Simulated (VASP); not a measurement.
A run of VASP 6.6.1:

Contents of INCAR:

```
SYSTEM = CdW2
PREC = Accurate
ENCUT = 500
EDIFF = 1E-6
ISMEAR = 0
SIGMA = 0.1
LREAL = .FALSE.
LASPH = .TRUE.
NELM = 120
ALGO = Normal
ISIF = 2
LWAVE = .FALSE.
LCHARG = .FALSE.
GGA = PE
NBANDS = 27
GGA_COMPAT = .FALSE.
```

The input KPOINTS:

```
Automatic mesh
0
G
  18 18 6
  0 0 0
```

File POSCAR:

```
CdW2
1.0
    2.8308695787      0.0000000000      0.0000000000
   -1.4154347894      2.4516049700      0.0000000000
    0.0000000000      0.0000000000      7.5447535971
Cd W
1 2
Direct
    0.0000000000      0.0000000000      0.0000000000
    0.3333333333      0.6666666667      0.3418917806
    0.6666666667      0.3333333333      0.6581082194
```

Potentials or basis: VASP PAW PBE potentials, release 64 (Cd, W_sv).

Run with:

```console
$ cat potpaw_PBE.64/Cd/POTCAR potpaw_PBE.64/W_sv/POTCAR > POTCAR
$ mpirun -np 1 vasp_std > vasp.out
```

Hardware: 1 thread of AMD EPYC 9R45 96-Core Processor (Zen 5), with other jobs on the host.

**Question.** Estimate the wall time of this run.

**Answer.** It took 2.3 min on 1 thread of AMD EPYC 9R45 96-Core Processor (Zen 5), on a shared host, peak memory 0.33 GiB. Counts: scf iterations 12, k points 202.
